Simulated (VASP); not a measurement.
B:

```
B
1.0
     0.00000    1.98896    1.98896
     1.98896    0.00000    1.98896
     1.98896    1.98896    0.00000
B
4
Cartesian
  0.0000 0.0000 0.0000
  0.0000 0.9945 0.9945
  0.9945 0.9945 0.0000
  0.9945 0.0000 0.9945
```

* Program: VASP 6.6.1
* Task: relaxation of cell and atoms
* Functional: r2SCAN
* Potentials or basis: VASP PAW PBE potentials, release 64 (B)
* Cutoff: 600 eV
* k mesh: 8 × 8 × 8
* Occupations: fermi-dirac, width 0.1 eV
* Spin: no spin polarisation

At the start: pressure 445.5 GPa; volume 3.93 Å³/atom.

Q: Where does the relaxation end?

A: Over 22 steps the energy falls by 3188.7 meV/atom and the volume is 7.73 Å³/atom (+96.4 %); space group Fd-3m (No. 227, to 0.05 Å).

The path:
```
step  energy change (eV)  largest force (eV/Å)  pressure (GPa)  volume (Å³)
   1              0.0000                0.0000          445.47        15.74
   2             -7.5961                0.0000          -40.35        56.11
   3            -12.7449                0.0000           -4.43        31.63
   4            -12.7528                0.0000           -1.97        31.23
   5            -12.7545                0.0000            0.56        30.85
   6            -12.7545                0.0000            0.56        30.85
   7            -12.7545                0.0000            0.56        30.85
   8            -12.7545                0.0000            0.56        30.85
   9            -12.7545                0.0000            0.56        30.85
  10            -12.7545                0.0000            0.56        30.85
  11            -12.7545                0.0000            0.56        30.85
  12            -12.7545                0.0000            0.56        30.85
  13            -12.7545                0.0000            0.56        30.85
  14            -12.7545                0.0000            0.56        30.85
  15            -12.7545                0.0000            0.55        30.85
  16            -12.7545                0.0000            0.55        30.85
  17            -12.7545                0.0000            0.55        30.85
  18            -12.7545                0.0000            0.54        30.86
  19            -12.7545                0.0000            0.51        30.86
  20            -12.7545                0.0000            0.46        30.87
  21            -12.7546                0.0000            0.37        30.88
  22            -12.7546                0.0000            0.18        30.91
```

Final structure:
```yaml
crystal:
  lattice:
    - [0.00000, 2.49086, 2.49086]
    - [2.49086, 0.00000, 2.49086]
    - [2.49086, 2.49086, 0.00000]
  atoms:
    - { symbol: B, position: [0.00000, 0.00000, 0.00000] }
    - { symbol: B, position: [0.50000, 0.00000, 0.00000] }
    - { symbol: B, position: [0.00000, 0.00000, 0.50000] }
    - { symbol: B, position: [0.00000, 0.50000, 0.00000] }
```

Caveat: the volume moved by over 15 % at a fixed basis, so the end points are rough; the PAW data sets were made with another functional, which shifts forces and pressure a little.
